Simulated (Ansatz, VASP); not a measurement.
**Two plane-wave programs on Hf**

```
Hf
1.0
     0.00000    2.04240    2.39760
     2.04240    0.00000    2.39760
     2.04240    2.04240    0.00000
Hf
1
Cartesian
  0.0000 0.0000 0.0000
```

Change from the starting cell: strain -0.080 along x and y, +0.080 along z, atoms carried along.

Alike in both runs: task single point; functional LDA; k mesh 18 × 18 × 18; occupations gaussian, width 0.15 eV; no spin polarisation.

|  | VASP | Ansatz |
| --- | --- | --- |
| version | VASP 6.6.1 | Ansatz 0.2.0 |
| potentials or method | VASP PAW LDA potentials, release 64 (Hf_pv), cutoff 520 eV | scalar-relativistic, plane waves, PAW |
| valence electrons in the cell | 10 | 26 |

```tsv
	VASP	Ansatz	Ansatz less VASP
gap on the k mesh at the Fermi level (eV)	none	none	-
pressure (GPa)	4.0	3.9	-0.06
traceless stress, the component that is largest in VASP (GPa)	-4.99	-4.99	-0.001
```

LDA's correlation is that of Perdew and Zunger in VASP and of Perdew and Wang (1992) in Ansatz. A gap of «none» marks a metal or a gap that the smearing closes. VASP's potentials hold 10 valence electrons a cell and Ansatz's 26, so a difference there can come from the potentials and not from the codes.

Neither program's run includes spin-orbit coupling.
